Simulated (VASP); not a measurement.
# ScH3: single point with PBEsol

ScH3:

```
Sc H
1.0
     0.00000    2.38544    2.38544
     2.38544    0.00000    2.38544
     2.38544    2.38544    0.00000
Sc H
1 3
Direct
  0.00000 0.00000 0.00000
  0.50000 0.50000 0.50000
  0.25000 0.25000 0.25000
  0.75000 0.75000 0.75000
```

```yaml
Program: VASP 6.6.1
Task: single point
Functional: PBEsol
Potentials_or_basis: VASP PAW PBE potentials, release 64 (Sc_sv, H)
Cutoff: 520 eV
k_mesh: 10 × 10 × 10
Occupations: gaussian, width 0.05 eV
Spin: no spin polarisation
```

```json
{
 "Pressure": "-4.4 GPa",
 "Band gap on the k mesh": "zero (band 7 reaches 5.56 eV, above the bottom of band 8 at 5.21 eV)"
}
```

Levels at points of the mesh, in eV from the Fermi level:
```csv
k point,band 4,band 5,band 6,band 7,band 8,band 9,band 10,band 11
"(0.00, 0.00, 0.00)",-28.68,-11.24,-0.61,-0.02,-0.02,-0.02,1.71,1.71
"(0.50, 0.00, 0.00)",-28.72,-7.18,-6.98,-0.18,-0.13,-0.13,2.53,2.53
"(0.50, 0.50, 0.00)",-28.80,-6.35,-5.73,-5.53,2.62,2.72,2.72,4.76
```

Run time: 31 s on 1 thread of Intel(R) Xeon(R) Platinum 8259CL CPU @ 2.50GHz (Skylake/Cascade Lake), with other jobs on the host, peak memory 0.17 GiB.

Caveat: the PAW data sets were made with another functional, which shifts forces and pressure a little.
